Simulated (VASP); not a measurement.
# CdH2O2 (P-3m1) in VASP: a series of runs

The runs below take CdH2O2 through single point, with PBEsol.

All numbers are computed with VASP 6.6.1; they aren't measurements. Logs are shortened: lines on timing, memory, paths and dates and some standing lists are left out, and cuts for length are marked.

**1. The cell of the first run**

The structure is trigonal, space group P-3m1 (No. 164). Conventional cell: a = 3.410 Å, b = 3.410 Å, c = 4.782 Å, α = 90.00°, β = 90.00°, γ = 120.00°. Cd (site symmetry -3m) has 6 O at 2.28 Å and 6 H at 2.91 Å within 3.0 Å. Within 1.3 Å of H (site symmetry 3m) lie 1 O at 1.00 Å. O (site symmetry 3m) has 1 H at 1.00 Å within 1.3 Å.

**2. Single point, PBEsol (strain -0.030 along x and y, +0.030 along z)**

Contents of INCAR:

```
SYSTEM = CdH2O2
PREC = Accurate ; ENCUT = 700
EDIFF = 1E-6 ; ISMEAR = 0
SIGMA = 0.05 ; LREAL = .False.
LASPH = .True. ; NELM = 120
ALGO = Normal ; ISIF = 2
LWAVE = .False. ; LCHARG = .True.
GGA = PS ; LELF = .True.
LVHAR = .True. ; NBANDS = 25
GGA_COMPAT = .False.
```

Contents of KPOINTS:

```
Automatic mesh
0
Gamma
  9 9 6
  0 0 0
```

Contents of POSCAR:

```
CdH2O2
1.0
    3.4100601858      0.0000000000      0.0000000000
   -1.7050300929      2.9531987493      0.0000000000
    0.0000000000      0.0000000000      4.7822686687
Cd H O
1 2 2
Direct
    0.0000000000      0.0000000000      0.0000000000
    0.6666666667      0.3333333333      0.5509607200
    0.3333333333      0.6666666667      0.4490392800
    0.6666666667      0.3333333333      0.7593720000
    0.3333333333      0.6666666667      0.2406280000
```

Potentials or basis: VASP PAW PBE potentials, release 64 (Cd_sv_GW, H, O).

Started as:

```sh
> cat potpaw_PBE.64/Cd_sv_GW/POTCAR potpaw_PBE.64/H/POTCAR potpaw_PBE.64/O/POTCAR > POTCAR
> mpirun -np 1 vasp_std > vasp.out
```

OUTCAR:

```text
SYSTEM = CdH2O2
   PREC = Accurate
   ENCUT = 700
   EDIFF = 1E-6
   ISMEAR = 0
   LREAL = .False.
   LASPH = .True.
   NELM = 120
   ISIF = 2
   GGA = PS

 ion  position               nearest neighbor table
   1  0.000  0.000  0.000-   4 2.28   5 2.28   5 2.28   4 2.28   4 2.28   5 2.28
   2  0.667  0.333  0.551-   4 1.00
   3  0.333  0.667  0.449-   5 1.00
   4  0.667  0.333  0.759-   2 1.00   1 2.28   1 2.28   1 2.28
   5  0.333  0.667  0.241-   3 1.00   1 2.28   1 2.28   1 2.28

  LATTYP: Found a hexagonal cell.
 ALAT       =     3.4100601858
 C/A-ratio  =     1.4024000775

  Lattice vectors:

 A1 = (   3.4100601858,   0.0000000000,   0.0000000000)
 A2 = (  -1.7050300929,   2.9531987493,   0.0000000000)
 A3 = (   0.0000000000,   0.0000000000,   4.7822686687)

Analysis of symmetry for initial positions (statically):
=====================================================================
 Subroutine PRICEL returns:
 Original cell was already a primitive cell.

 Routine SETGRP: Setting up the symmetry group for a
 hexagonal supercell.

 Subroutine GETGRP returns: Found 12 space group operations
 (whereof 12 operations were pure point group operations)
 out of a pool of 24 trial point group operations.

The static configuration has the point symmetry D_3d.

Analysis of symmetry for dynamics (positions and initial velocities):
=====================================================================
 Subroutine PRICEL returns:
 Original cell was already a primitive cell.

 Routine SETGRP: Setting up the symmetry group for a
 hexagonal supercell.

 Subroutine GETGRP returns: Found 12 space group operations
 (whereof 12 operations were pure point group operations)
 out of a pool of 24 trial point group operations.

The dynamic configuration has the point symmetry D_3d.

 Subroutine INISYM returns: Found 12 space group operations
 (whereof 12 operations are pure point group operations),
 and found     1 'primitive' translations

----------------------------------------------------------------------------------------

                                     Primitive cell

  volume of cell :      48.1602

  direct lattice vectors                    reciprocal lattice vectors
     3.410060186  0.000000000  0.000000000     0.293249956  0.169307941  0.000000000
    -1.705030093  2.953198749  0.000000000     0.000000000  0.338615882  0.000000000
     0.000000000  0.000000000  4.782268669     0.000000000  0.000000000  0.209105776

  length of vectors
     3.410060186  3.410060186  4.782268669     0.338615882  0.338615882  0.209105776

  position of ions in fractional coordinates (direct lattice)
     0.000000000  0.000000000  0.000000000
     0.666666667  0.333333333  0.550960720
     0.333333333  0.666666667  0.449039280
     0.666666667  0.333333333  0.759372000
     0.333333333  0.666666667  0.240628000

  ion indices of the primitive-cell ions
   primitive index   ion index
                 1           1
                 2           2
                 3           3
                 4           4
                 5           5

----------------------------------------------------------------------------------------

 KPOINTS: Automatic mesh

Automatic generation of k-mesh.
 Grid dimensions read from file:
 generate k-points for:    9    9    6

 Generating k-lattice:

  Cartesian coordinates                     Fractional coordinates (reciprocal lattice)
     0.032583328  0.018811993  0.000000000     0.111111111  0.000000000  0.000000000
     0.000000000  0.037623987  0.000000000     0.000000000  0.111111111  0.000000000
     0.000000000  0.000000000  0.034850963     0.000000000  0.000000000  0.166666667

  Length of vectors
     0.037623987  0.037623987  0.034850963

  Shift w.r.t. Gamma in fractional coordinates (k-lattice)
     0.000000000  0.000000000  0.000000000

 Subroutine IBZKPT returns following result:
 ===========================================

 Found     62 irreducible k-points:

 Following reciprocal coordinates:
            Coordinates               Weight
[... 46 lines left out ...]
  band No.  band energies     occupation
      1     -97.8010      2.00000
      2     -58.9364      2.00000
      3     -58.9168      2.00000
      4     -58.9168      2.00000
      5     -16.8089      2.00000
      6     -15.7521      2.00000
[... 17 lines left out ...]
     24      16.3252      0.00000
     25      19.2994      0.00000

 k-point     2 :       0.1111    0.0000    0.0000
  band No.  band energies     occupation
      1     -97.8009      2.00000
      2     -58.9363      2.00000
      3     -58.9179      2.00000
      4     -58.9171      2.00000
      5     -16.7536      2.00000
      6     -15.7687      2.00000
[... 17 lines left out ...]
     24      17.1671      0.00000
     25      18.7912      0.00000

 k-point     3 :       0.2222    0.0000    0.0000
  band No.  band energies     occupation
      1     -97.8008      2.00000
      2     -58.9359      2.00000
      3     -58.9207      2.00000
      4     -58.9178      2.00000
      5     -16.6044      2.00000
      6     -15.8167      2.00000
[... 17 lines left out ...]
     24      15.9377      0.00000
     25      17.4811      0.00000

 k-point     4 :       0.3333   -0.0000    0.0000
  band No.  band energies     occupation
      1     -97.8006      2.00000
      2     -58.9356      2.00000
      3     -58.9239      2.00000
      4     -58.9187      2.00000
      5     -16.4076      2.00000
      6     -15.8929      2.00000
[... 17 lines left out ...]
     24      15.7006      0.00000
     25      16.9085      0.00000
[... 477 lines left out ...]
 k-point    22 :       0.1111    0.1111    0.1667
  band No.  band energies     occupation
      1     -97.8008      2.00000
      2     -58.9360      2.00000
      3     -58.9198      2.00000
      4     -58.9177      2.00000
      5     -16.6040      2.00000
      6     -15.8567      2.00000
[... 17 lines left out ...]
     24      16.4378      0.00000
     25      18.0368      0.00000

 k-point    23 :       0.2222    0.1111    0.1667
  band No.  band energies     occupation
      1     -97.8007      2.00000
      2     -58.9357      2.00000
      3     -58.9225      2.00000
      4     -58.9187      2.00000
      5     -16.4377      2.00000
      6     -15.9065      2.00000
[... 17 lines left out ...]
     24      15.1909      0.00000
     25      17.5944      0.00000

 k-point    24 :      -0.1111    0.3333    0.1667
  band No.  band energies     occupation
      1     -97.8007      2.00000
      2     -58.9357      2.00000
      3     -58.9225      2.00000
      4     -58.9187      2.00000
      5     -16.4536      2.00000
      6     -15.8864      2.00000
[... 17 lines left out ...]
     24      15.5709      0.00000
     25      17.3407      0.00000

 [... further k-points ...]

------------------------ aborting loop because EDIFF is reached ----------------------------------------

  FORCE on cell =-STRESS in cart. coord.  units (eV):
  Direction    XX          YY          ZZ          XY          YZ          ZX
  --------------------------------------------------------------------------------------
  -------------------------------------------------------------------------------------
  Total        1.1086162      1.1086162     -1.8034721      0.0000000      0.0000000      0.0000000
  in kB       36.8810373     36.8810373    -59.9972476      0.0000000      0.0000000      0.0000000
  external PRESSURE =       4.5882757 kB  Pullay stress =       0.0000000 kB

 VOLUME and BASIS-vectors are now :
 -----------------------------------------------------------------------------
  energy-cutoff  :      700.00
  volume of cell :       48.16
      direct lattice vectors                 reciprocal lattice vectors
     3.410060186  0.000000000  0.000000000     0.293249956  0.169307941  0.000000000
    -1.705030093  2.953198749  0.000000000     0.000000000  0.338615882  0.000000000
     0.000000000  0.000000000  4.782268669     0.000000000  0.000000000  0.209105776

 POSITION                                       TOTAL-FORCE (eV/Angst)
 -----------------------------------------------------------------------------------
      0.00000      0.00000      0.00000         0.000000      0.000000      0.000000
      1.70503      0.98440      2.63484         0.000000     -0.000000      0.700069
     -0.00000      1.96880      2.14743         0.000000      0.000000     -0.700069
      1.70503      0.98440      3.63152        -0.000000     -0.000000     -0.738779
     -0.00000      1.96880      1.15075         0.000000      0.000000      0.738779
 -----------------------------------------------------------------------------------
    total drift:                               -0.000000     -0.000000      0.000000

  FREE ENERGIE OF THE ION-ELECTRON SYSTEM (eV)
  ---------------------------------------------------
  free  energy   TOTEN  =       -23.5613705709 eV

  energy  without entropy=      -23.5613705709  energy(sigma->0) =      -23.56137057
```

It took 87 s on 1 thread of AMD EPYC 7R13 (Zen 3), shared host; peak memory 0.25 GiB.

Results:

```
Free energy            : -23.5614 eV
Pressure               : 0.5 GPa
Largest force          : 0.739 eV/Å
Band gap on the k mesh : 1.64 eV (least direct gap 1.89 eV)
```

Forces on the atoms (eV/Å):
```
Cd   0.000  0.000  0.000
H    0.000  0.000  0.700
H    0.000  0.000 -0.700
O    0.000  0.000 -0.739
O    0.000  0.000  0.739
```

Stress tensor (GPa, compression positive):
```
 3.69  0.00  0.00
 0.00  3.69  0.00
 0.00  0.00 -6.00
```

Levels at points of the mesh, in eV from the valence-band top:
```csv
k point,band 13,band 14,band 15,band 16,band 17,band 18,band 19,band 20,band 21,band 22
"(0.00, 0.00, 0.00)",-4.26,-1.13,-1.13,-0.25,-0.25,1.64,6.12,9.57,13.48,13.48
"(0.00, 0.00, 0.50)",-4.85,-1.34,-1.34,-0.01,-0.01,4.35,4.39,10.49,10.54,13.42
```

Caveat: the cell differs from its parent crystal (strain -0.030 along x and y, +0.030 along z); the stress differs along the axes, from -6 to 4 GPa; the PAW data sets were made with another functional, which shifts forces and pressure a little.

**3. Single point, PBEsol (strain -0.015 along x and y, +0.015 along z)**

Contents of INCAR:

```
  PREC = Accurate
  ENCUT = 700
  EDIFF = 1E-6
  ISMEAR = 0
  SIGMA = 0.05
  LREAL = F
  LASPH = T
  NELM = 120
  ALGO = Normal
  ISIF = 2
  LWAVE = F
  LCHARG = T
  GGA = PS
  LELF = T
  LVHAR = T
  NBANDS = 25
  GGA_COMPAT = F
```

Contents of KPOINTS:

```
Automatic mesh
0
Gamma
  9 9 6
```

POSCAR: that of step 2 with these lines changed.

```diff
@@ -2,5 +2,5 @@
 1.0
-    3.4100601858      0.0000000000      0.0000000000
-   -1.7050300929      2.9531987493      0.0000000000
-    0.0000000000      0.0000000000      4.7822686687
+    3.4627930753      0.0000000000      0.0000000000
+   -1.7313965376      2.9988667712      0.0000000000
+    0.0000000000      0.0000000000      4.7126239794
 Cd H O
```

Potentials or basis: VASP PAW PBE potentials, release 64 (Cd_sv_GW, H, O).

Started as:

```sh
> cat potpaw_PBE.64/Cd_sv_GW/POTCAR potpaw_PBE.64/H/POTCAR potpaw_PBE.64/O/POTCAR > POTCAR
> mpirun -np 1 vasp_std > vasp.out
```

Run time: 2.6 min. Hardware: 1 thread of Intel Xeon 6975P-C (Granite Rapids), shared host; peak memory 0.28 GiB.

Results (log left out):

```
Free energy            : -23.6018 eV
Pressure               : -0.2 GPa
Largest force          : 0.079 eV/Å
Band gap on the k mesh : 1.64 eV (least direct gap 1.93 eV)
```

Forces in eV/Å, atoms in the order of the input:
```
Cd   0.000  0.000  0.000
H    0.000  0.000  0.079
H    0.000  0.000 -0.079
O    0.000  0.000 -0.012
O    0.000  0.000  0.012
```

Stress tensor (GPa, compression positive):
```
 0.82  0.00  0.00
 0.00  0.82  0.00
 0.00  0.00 -2.21
```

Levels at points of the mesh, in eV from the valence-band top:
```csv
k point,band 13,band 14,band 15,band 16,band 17,band 18,band 19,band 20,band 21,band 22
"(0.00, 0.00, 0.00)",-4.23,-1.09,-1.09,-0.29,-0.29,1.64,6.11,9.79,13.13,13.13
"(0.00, 0.00, 0.50)",-4.86,-1.32,-1.32,-0.03,-0.03,4.32,4.35,10.77,10.85,13.08
```

Caveat: the cell differs from its parent crystal (strain -0.015 along x and y, +0.015 along z); the PAW data sets were made with another functional, which shifts forces and pressure a little.

**4. Single point, PBEsol (strain +0.015 along x and y, -0.030 along z)**

Contents of INCAR:

```
  PREC = Accurate
  ENCUT = 520
  EDIFF = 1E-6
  ISMEAR = 0
  SIGMA = 0.05
  LREAL = False
  LASPH = True
  NELM = 80
  ALGO = Normal
  ISIF = 2
  LWAVE = False
  LCHARG = False
  GGA = PS
  NBANDS = 21
```

Contents of KPOINTS:

```
regular mesh
0
Gamma
  9 9 6
```

POSCAR: that of step 3 with these lines changed.

```diff
@@ -2,5 +2,5 @@
 1.0
-    3.4627930753      0.0000000000      0.0000000000
-   -1.7313965376      2.9988667712      0.0000000000
-    0.0000000000      0.0000000000      4.7126239794
+    3.5682588542      0.0000000000      0.0000000000
+   -1.7841294271      3.0902028150      0.0000000000
+    0.0000000000      0.0000000000      4.5036899113
 Cd H O
```

Potentials or basis: VASP PAW PBE potentials, release 64 (Cd, H, O).

Started as:

```sh
> cat potpaw_PBE.64/Cd/POTCAR potpaw_PBE.64/H/POTCAR potpaw_PBE.64/O/POTCAR > POTCAR
> mpirun -np 1 vasp_std > vasp.out
```

Wall time 32 s (1 thread of AMD EPYC 9R45 (Zen 5), shared host); peak memory 0.18 GiB.

It converged, with:

```yaml
Free_energy: -23.3792 eV
Pressure: 2.6 GPa
Largest_force: 2.327 eV/Å
Band_gap_on_the_k_mesh: 1.63 eV (least direct gap 2.04 eV)
```

Forces in eV/Å, atoms in the order of the input:
```
Cd   0.000  0.000  0.000
H    0.000  0.000 -2.253
H    0.000  0.000  2.253
O    0.000  0.000  2.327
O    0.000  0.000 -2.327
```

Stress tensor (GPa, compression positive):
```
-2.70  0.00  0.00
 0.00 -2.70  0.00
 0.00  0.00 13.32
```

Levels at points of the mesh, in eV from the valence-band top:
| k point | band 10 | band 11 | band 12 | band 13 | band 14 | band 15 | band 16 | band 17 |
| --- | --- | --- | --- | --- | --- | --- | --- | --- |
| (0.00, 0.00, 0.00) | -1.06 | -1.06 | -0.41 | -0.41 | 1.63 | 6.15 | 10.47 | 12.45 |
| (0.00, 0.00, 0.50) | -1.33 | -1.33 | -0.09 | -0.09 | 4.21 | 4.35 | 11.55 | 11.98 |

Caveat: the cell differs from its parent crystal (strain +0.015 along x and y, -0.030 along z); the stress differs along the axes, from -3 to 13 GPa; the PAW data sets were made with another functional, which shifts forces and pressure a little. A k mesh can miss the band edges.

**5. Single point, PBEsol (strain +0.000 along x and y, +0.015 along z)**

Contents of INCAR:

```
PREC = Accurate
ENCUT = 520
EDIFF = 1E-6
ISMEAR = 0
SIGMA = 0.05
LREAL = F
LASPH = T
NELM = 80
ALGO = Normal
ISIF = 2
LWAVE = F
LCHARG = F
GGA = PS
NBANDS = 21
```

Contents of KPOINTS:

```
Automatic mesh
0
Gamma
  9 9 6
```

POSCAR: that of step 4 with these lines changed.

```diff
@@ -2,5 +2,5 @@
 1.0
-    3.5682588542      0.0000000000      0.0000000000
-   -1.7841294271      3.0902028150      0.0000000000
-    0.0000000000      0.0000000000      4.5036899113
+    3.5155259648      0.0000000000      0.0000000000
+   -1.7577629824      3.0445347931      0.0000000000
+    0.0000000000      0.0000000000      4.7126239794
 Cd H O
```

Started as:

```sh
> cat potpaw_PBE.64/Cd/POTCAR potpaw_PBE.64/H/POTCAR potpaw_PBE.64/O/POTCAR > POTCAR
> mpirun -np 1 vasp_std > vasp.out
```

Run time: 32 s. Hardware: 1 thread of AMD EPYC 9R45 (Zen 5), shared host; peak memory 0.18 GiB.

The run converged. Its results:

| Item | Value |
| --- | --- |
| Free energy | -23.4695 eV |
| Pressure | -2.1 GPa |
| Largest force | 0.125 eV/Å |
| Band gap on the k mesh | 1.56 eV (least direct gap 1.87 eV) |

Forces on the atoms (eV/Å):
```
Cd   0.000  0.000  0.000
H    0.000  0.000  0.068
H    0.000  0.000 -0.068
O    0.000  0.000  0.125
O    0.000  0.000 -0.125
```

Stress tensor (GPa, compression positive):
```
-1.62  0.00  0.00
 0.00 -1.62  0.00
 0.00  0.00 -3.05
```

Levels at points of the mesh, in eV from the valence-band top:
| k point | band 9 | band 10 | band 11 | band 12 | band 13 | band 14 | band 15 | band 16 | band 17 | band 18 |
| --- | --- | --- | --- | --- | --- | --- | --- | --- | --- | --- |
| (0.00, 0.00, 0.00) | -4.12 | -1.00 | -1.00 | -0.31 | -0.31 | 1.56 | 6.12 | 9.72 | 12.85 | 12.85 |
| (0.00, 0.00, 0.50) | -4.86 | -1.23 | -1.23 | -0.05 | -0.05 | 4.18 | 4.27 | 10.78 | 10.96 | 12.79 |

Caveat: the cell differs from its parent crystal (strain +0.000 along x and y, +0.015 along z); the PAW data sets were made with another functional, which shifts forces and pressure a little.

**6. Single point, PBEsol (strain +0.015 along x and y, -0.015 along z)**

Contents of INCAR:

```
PREC = Accurate
ENCUT = 520
EDIFF = 1E-7
ISMEAR = 0
SIGMA = 0.05
LREAL = False
LASPH = True
NELM = 60
ALGO = Normal
ISIF = 2
LWAVE = False
LCHARG = False
GGA = PS
NBANDS = 21
```

Contents of KPOINTS:

```
regular mesh
0
Gamma
  9 9 6
```

POSCAR: that of step 5 with these lines changed.

```diff
@@ -2,5 +2,5 @@
 1.0
-    3.5155259648      0.0000000000      0.0000000000
-   -1.7577629824      3.0445347931      0.0000000000
-    0.0000000000      0.0000000000      4.7126239794
+    3.5682588542      0.0000000000      0.0000000000
+   -1.7841294271      3.0902028150      0.0000000000
+    0.0000000000      0.0000000000      4.5733346006
 Cd H O
```

Potentials or basis: VASP PAW PBE potentials, release 64 (Cd, H, O).

Started as:

```sh
> cat potpaw_PBE.64/Cd/POTCAR potpaw_PBE.64/H/POTCAR potpaw_PBE.64/O/POTCAR > POTCAR
> mpirun -np 1 vasp_std > vasp.out
```

Wall time 34 s (1 thread of AMD EPYC 9R45 (Zen 5), shared host); peak memory 0.18 GiB.

The run converged. Its results:

| Item | Value |
| --- | --- |
| Free energy | -23.4287 eV |
| Pressure | 0.1 GPa |
| Largest force | 1.570 eV/Å |
| Band gap on the k mesh | 1.59 eV (least direct gap 1.97 eV) |

Forces on the atoms (eV/Å):
```
Cd   0.000  0.000  0.000
H    0.000  0.000 -1.396
H    0.000  0.000  1.396
O    0.000  0.000  1.570
O    0.000  0.000 -1.570
```

Stress tensor (GPa, compression positive):
```
-3.37  0.00  0.00
 0.00 -3.37  0.00
 0.00  0.00  6.92
```

Levels at points of the mesh, in eV from the valence-band top:
| k point | band 10 | band 11 | band 12 | band 13 | band 14 | band 15 | band 16 | band 17 |
| --- | --- | --- | --- | --- | --- | --- | --- | --- |
| (0.00, 0.00, 0.00) | -1.01 | -1.01 | -0.38 | -0.38 | 1.59 | 6.14 | 10.19 | 12.49 |
| (0.00, 0.00, 0.50) | -1.27 | -1.27 | -0.09 | -0.09 | 4.22 | 4.24 | 11.28 | 11.65 |

Caveat: the cell differs from its parent crystal (strain +0.015 along x and y, -0.015 along z); the stress differs along the axes, from -3 to 7 GPa; the PAW data sets were made with another functional, which shifts forces and pressure a little. A k mesh can miss the band edges.

**7. The runs side by side**

| potentials or basis | cell | cutoff (eV) | gap on the mesh (eV) | pressure (GPa) | largest force (eV/Å) |
| --- | --- | --- | --- | --- | --- |
| VASP PAW PBE potentials, release 64 (Cd_sv_GW, H, O) | a = 3.410, b = 3.410, c = 4.782 Å, angles 90.0, 90.0, 120.0°, 5 atoms | 700 | 1.64 | 0.5 | 0.74 |
| VASP PAW PBE potentials, release 64 (Cd_sv_GW, H, O) | a = 3.463, b = 3.463, c = 4.713 Å, angles 90.0, 90.0, 120.0°, 5 atoms | 700 | 1.64 | -0.2 | 0.08 |
| VASP PAW PBE potentials, release 64 (Cd, H, O) | a = 3.568, b = 3.568, c = 4.504 Å, angles 90.0, 90.0, 120.0°, 5 atoms | 520 | 1.63 | 2.6 | 2.33 |
| VASP PAW PBE potentials, release 64 (Cd, H, O) | a = 3.516, b = 3.516, c = 4.713 Å, angles 90.0, 90.0, 120.0°, 5 atoms | 520 | 1.56 | -2.1 | 0.12 |
| VASP PAW PBE potentials, release 64 (Cd, H, O) | a = 3.568, b = 3.568, c = 4.573 Å, angles 90.0, 90.0, 120.0°, 5 atoms | 520 | 1.59 | 0.1 | 1.57 |

Alike in all rows: task single point; level PBEsol; no spin polarisation; k mesh 9 × 9 × 6; smearing gaussian 0.05 eV.

Caveats: the PAW data sets were made with another functional, which shifts forces and pressure a little; the stress differs along the axes, from -6 to 4 GPa (at least some runs); the stress differs along the axes, from -3 to 13 GPa (at least some runs); the stress differs along the axes, from -3 to 7 GPa (at least some runs).

Absolute energies hang on the potentials; compare differences alone.
